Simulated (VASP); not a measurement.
A run of VASP 6.6.1 is set up as follows.

Contents of POSCAR:

```
Ge
1.0
    0.0000000000      2.8800000000      2.8800000000
    2.8800000000      0.0000000000      2.8800000000
    2.8800000000      2.8800000000      0.0000000000
Ge
2
Direct
    0.0000000000      0.0000000000      0.0000000000
    0.2500000000      0.2500000000      0.2500000000
```

INCAR.step1

```
ALGO = Normal ; EDIFF = 1E-4
ENCUT = 520 ; GGA = PE
ISMEAR = -1 ; LASPH = T
LCHARG = F ; LREAL = F
LWAVE = T ; NBANDS = 21
NELM = 100 ; PREC = Accurate
SIGMA = 0.02
```

INCAR.step2

```
ALGO = Normal ; EDIFF = 1E-6
ENCUT = 520 ; ISIF = 2
ISMEAR = -1 ; ISTART = 1
LASPH = T ; LCHARG = F
LMIXTAU = T ; LREAL = F
LWAVE = F ; METAGGA = R2SCAN
NBANDS = 21 ; NELM = 100
PREC = Accurate ; SIGMA = 0.02
```

KPOINTS

```
k-points
0
Gamma
  6 6 6
```

Potentials or basis: VASP PAW PBE potentials, release 64 (Ge_d).

Launch:

```console
$ cat potpaw_PBE.64/Ge_d/POTCAR > POTCAR
$ cp INCAR.step1 INCAR
$ mpirun -np 1 vasp_std > vasp.out
$ cp INCAR.step2 INCAR
$ mpirun -np 1 vasp_std > vasp.out
```

Problem. What does it give for the band gap on the k mesh?

Solution. Zero (filled and empty bands touch).

Problem. What does it give for the pressure?

Solution. -2.7 GPa.

Caveat: the PAW data sets were made with another functional, which shifts forces and pressure a little.
